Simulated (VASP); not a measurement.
SiO2:

```
Si O
1.0
     4.97559    0.00000    0.00000
     0.00000    4.97559    0.00000
     0.00000    0.00000    6.90089
Si O
4 8
Direct
  0.80325 0.80325 0.50000
  0.69675 0.30325 0.25000
  0.30325 0.69675 0.75000
  0.19675 0.19675 0.00000
  0.76176 0.11039 0.43204
  0.88961 0.23824 0.06796
  0.11039 0.76176 0.56796
  0.26176 0.38961 0.81796
  0.23824 0.88961 0.93204
  0.73824 0.61039 0.31796
  0.38961 0.26176 0.18204
  0.61039 0.73824 0.68204
```

| Property | Result |
| --- | --- |
| Program | VASP 6.6.1 |
| Task | relaxation of cell and atoms |
| Functional | PBE |
| Dispersion | D4 |
| Potentials or basis | VASP PAW PBE potentials, release 64 (Si, O) |
| Cutoff | 600 eV |
| k mesh | 6 × 6 × 4 |
| Occupations | fermi-dirac, width 0.05 eV |
| Spin | no spin polarisation |

At the start: pressure 3.1 GPa; volume 14.24 Å³/atom.

Task: How do energy, volume and symmetry change on relaxing?

Result: Over 35 steps the energy falls by 5.3 meV/atom and the volume is 13.50 Å³/atom (-5.2 %); space group P4_32_12 (No. 96, to 0.1 Å) before and after.

Step by step:
| step | energy change (eV) | largest force (eV/Å) | pressure (GPa) | volume (Å³) |
| --- | --- | --- | --- | --- |
| 1 | 0.0000 | 0.2765 | 3.14 | 170.84 |
| 2 | 0.0240 | 0.2520 | -3.97 | 177.82 |
| 3 | -0.0348 | 0.0447 | -0.12 | 173.82 |
| 4 | -0.0348 | 0.0489 | -0.06 | 173.76 |
| 5 | -0.0356 | 0.0478 | -0.06 | 173.59 |
| 6 | -0.0367 | 0.1534 | -0.05 | 173.08 |
| 7 | -0.0369 | 0.1522 | -0.05 | 173.05 |
| 8 | -0.0373 | 0.1484 | -0.05 | 172.97 |
| 9 | -0.0381 | 0.1409 | -0.06 | 172.81 |
| 10 | -0.0396 | 0.1260 | -0.06 | 172.50 |
| 11 | -0.0418 | 0.0964 | -0.08 | 171.86 |
| 12 | -0.0435 | 0.1283 | -0.12 | 170.59 |
| 13 | -0.0446 | 0.1161 | -0.09 | 170.20 |
| 14 | -0.0469 | 0.1280 | -0.03 | 169.03 |
| 15 | -0.0479 | 0.2664 | 0.08 | 166.71 |
| 16 | -0.0481 | 0.2230 | 0.05 | 167.43 |
| 17 | -0.0513 | 0.1668 | 0.09 | 166.59 |
| 18 | -0.0563 | 0.1712 | 0.19 | 164.09 |
| 19 | -0.0600 | 0.1191 | 0.08 | 163.07 |
| 20 | -0.0601 | 0.1357 | 0.06 | 162.93 |
| 21 | -0.0617 | 0.0440 | -0.02 | 162.42 |
| 22 | -0.0619 | 0.0361 | -0.06 | 162.19 |
| 23 | -0.0623 | 0.0181 | 0.04 | 162.09 |
| 24 | -0.0628 | 0.0303 | 0.30 | 161.84 |
| 25 | -0.0630 | 0.0205 | 0.29 | 161.85 |
| 26 | -0.0634 | 0.0138 | 0.23 | 161.88 |
| 27 | -0.0637 | 0.0680 | 0.14 | 161.93 |
| 28 | -0.0639 | 0.0397 | 0.02 | 162.02 |
| 29 | -0.0639 | 0.0304 | -0.02 | 162.05 |
| 30 | -0.0639 | 0.0317 | -0.02 | 162.05 |
| 31 | -0.0640 | 0.0198 | 0.01 | 162.03 |
| 32 | -0.0640 | 0.0141 | 0.03 | 162.01 |
| 33 | -0.0641 | 0.0212 | 0.07 | 161.99 |
| 34 | -0.0641 | 0.0155 | 0.07 | 162.00 |
| 35 | -0.0642 | 0.0059 | 0.06 | 162.01 |

Final structure:
```
Si O
1.0
     4.90720    0.00000    0.00000
     0.00000    4.90720    0.00000
     0.00000    0.00000    6.72787
Si O
4 8
Direct
  0.81436 0.81436 0.50000
  0.68564 0.31436 0.25000
  0.31436 0.68564 0.75000
  0.18564 0.18564 0.00000
  0.76688 0.13283 0.44358
  0.86717 0.23312 0.05642
  0.13283 0.76688 0.55642
  0.26688 0.36717 0.80642
  0.23312 0.86717 0.94358
  0.73312 0.63283 0.30642
  0.36717 0.26688 0.19358
  0.63283 0.73312 0.69358
```
